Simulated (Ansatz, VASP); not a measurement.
## Ca2AlO in VASP and in Ansatz

```
Ca Al O
1.0
     1.73524    1.00184    7.86620
    -1.73524    1.00184    7.86620
     0.00000   -2.00369    7.86620
Ca Al O
2 1 1
Direct
  0.22536 0.22536 0.22536
  0.77464 0.77464 0.77464
  0.00000 0.00000 0.00000
  0.50000 0.50000 0.50000
```

Change from the starting cell: species swapped into the NaVSe2 type (R-3m, No. 166).

Alike in both runs: functional PBE; k mesh 6 × 6 × 6; occupations gaussian, width 0.1 eV; no spin polarisation.

Ansatz relaxed the structure, and its values are those at the end. VASP's run is a single point on that final structure, the one shown.

```csv
,VASP,Ansatz
version,VASP 6.6.1,Ansatz 0.2.0
potentials or method,"VASP PAW PBE potentials, release 64 (Ca_sv, Al, O), cutoff 520 eV","scalar-relativistic, plane waves, PAW"
valence electrons in the cell,29,29
```

VASP gave:

| Quantity | Value |
| --- | --- |
| gap on the k mesh at the Fermi level (eV) | none |
| pressure (GPa) | 0.2 |
| rms of the force components (eV/Å) | 0.017 |

Which values does Ansatz return?

gap on the k mesh at the Fermi level (eV): none; pressure (GPa): 0.0; rms of the force components (eV/Å): 0.003.

A gap of «none» marks a metal or a gap that the smearing closes. With one functional, cell and mesh, what is left measures potentials, basis and numerics.
